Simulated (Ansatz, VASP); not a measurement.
Br: VASP beside Ansatz

File INCAR:

```
  PREC = Accurate
  ENCUT = 520
  EDIFF = 1E-6
  ISMEAR = -1
  SIGMA = 0.1
  LREAL = False
  LASPH = True
  NELM = 80
  ALGO = Normal
  ISIF = 2
  LWAVE = False
  LCHARG = False
  GGA = PE
  NBANDS = 10
```

Contents of KPOINTS:

```
Automatic mesh
0
Gamma
  15 15 14
```

POSCAR

```
Br
1.0
    3.9820846266      0.0000000000      0.0000000000
   -1.9910423133      3.4485864467      0.0000000000
    0.0000000000      0.0000000000      2.5988152346
Br
1
Direct
    0.0000000000      0.0000000000      0.0000000000
```

Input for Ansatz:

```yaml
crystal:
  lattice:
    - [3.9820846266, 0.0, 0.0]
    - [-1.9910423133, 3.4485864467, 0.0]
    - [0.0, 0.0, 2.5988152346]
  atoms:
    - { symbol: Br, position: [0.0, 0.0, 0.0] }
kpoints:
  mp_grid: { grid: [15, 15, 14] }
  band_path:
    path:
      - [0.0, 0.0, 0.0]
      - [0.5, 0.0, 0.0]
      - [0.3333333333, 0.3333333333, 0.0]
      - [0.0, 0.0, 0.0]
      - [0.0, 0.0, 0.5]
      - [0.5, 0.0, 0.5]
      - [0.3333333333, 0.3333333333, 0.5]
      - [0.0, 0.0, 0.5]
      - [0.5, 0.0, 0.5]
    npoints: 14
scf:
  occupations: { method: fermi_dirac, width: 0.1 }
hamiltonian:
  xc: pbe
  pseudopotentials: { kind: all_electron, lapw: { basis_error: 0.001 } }
output:
  forces: true
  stress: true
  eigenvalues: true
  populations: true
  dos: { projected: true, de: 0.2, e_range: [-14, 8] }
```

Alike in both runs: task single point; functional PBE; k mesh 15 × 15 × 14; occupations fermi-dirac, width 0.1 eV; no spin polarisation.

|  | VASP | Ansatz |
| --- | --- | --- |
| version | VASP 6.6.1 | Ansatz 0.2.0 |
| potentials or method | VASP PAW PBE potentials, release 64 (Br), cutoff 520 eV | all-electron LAPW, scalar-relativistic |

```tsv
	VASP	Ansatz	Ansatz less VASP
pressure (GPa)	0.0	0.0	+0.01
```

Ansatz ran all-electron here, and VASP with PAW potentials.
